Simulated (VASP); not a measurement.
Set up this calculation in VASP 6.6.1, as the native input.

| Property | Result |
| --- | --- |
| Task | single point |
| Functional | PBEsol |
| Potentials or basis | VASP PAW PBE potentials, release 64 (Fe) |
| Cutoff | 520 eV |
| k mesh | 13 × 13 × 7 |
| Occupations | fermi-dirac, width 0.15 eV |
| Spin | no spin polarisation |
| Dipole correction | no |
| Further INCAR settings | ALGO = Normal; EDIFF = 1e-07; NBANDS = 15 |

The structure of Fe lies in POSCAR:

```
Fe
1.0
    0.0000000000      1.9417400000      1.9651050000
    1.4984400000      0.0000000000      1.9651050000
    2.9968790000      3.8834790000      0.0000000000
Fe
2
Direct
    0.0000000000      0.0000000000      0.0000000000
    0.0000000000      0.0000000000      0.5000000000
```

These files were run (other wordings do the same):

INCAR

```
PREC = Accurate
ENCUT = 520
EDIFF = 1E-7
ISMEAR = -1
SIGMA = 0.15
LREAL = False
LASPH = True
NELM = 80
ALGO = Normal
ISIF = 2
LWAVE = False
LCHARG = False
GGA = PS
NBANDS = 15
```

KPOINTS

```
regular mesh
0
Gamma
  13 13 7
```

Potentials or basis: VASP PAW PBE potentials, release 64 (Fe).

The run is started by

```bash
$ cat potpaw_PBE.64/Fe/POTCAR > POTCAR
$ mpirun -np 1 vasp_std > vasp.out
```

It gave:

```
Pressure               : -26.9 GPa
Band gap on the k mesh : zero (bands 8 and 9 overlap by 1.60 eV)
```

Caveat: the cell stands under tension; the PAW data sets were made with another functional, which shifts forces and pressure a little; the run has no spin polarisation, though such a crystal can be magnetic.

Run time: 4.1 min on 1 thread of Intel Xeon 8259CL, with other jobs on the host, peak memory 0.29 GiB.
